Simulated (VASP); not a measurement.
RbSi2, 3 atoms in the cell. Symmetry: P-3m1, No. 164, trigonal system. Conventional cell: a = 4.020 Å, b = 4.020 Å, c = 6.258 Å, α = 90.00°, β = 90.00°, γ = 120.00°. Rb (site symmetry -3m) has 12 Si at 3.65 to 4.15 Å and 6 Rb at 4.02 Å within 4.8 Å. Si (site symmetry 3m) has 3 Si at 2.40 Å within 3.2 Å. 

```yaml
Program: VASP 6.6.1
Task: single point
Functional: PBE
Potentials_or_basis: VASP PAW PBE potentials, release 64 (Rb_sv, Si)
Cutoff: 520 eV
k_mesh: 12 × 12 × 8
Occupations: gaussian, width 0.1 eV
Spin: no spin polarisation
Dipole_correction: no
Further_INCAR_settings: ALGO = Normal; EDIFF = 1e-07; NBANDS = 16
```

Potentials or basis: VASP PAW PBE potentials, release 64 (Rb_sv, Si).

Run with:

```console
$ cat potpaw_PBE.64/Rb_sv/POTCAR potpaw_PBE.64/Si/POTCAR > POTCAR
$ mpirun -np 1 vasp_std > vasp.out
```

Hardware: 1 thread of Intel Xeon 8259CL, on a shared host.

Problem. How long does it take, and how much memory?

Solution. Run time: 4 min on 1 thread of Intel Xeon 8259CL, with other jobs on the host, peak memory 0.31 GiB. Counts: scf iterations 14, k points 131.
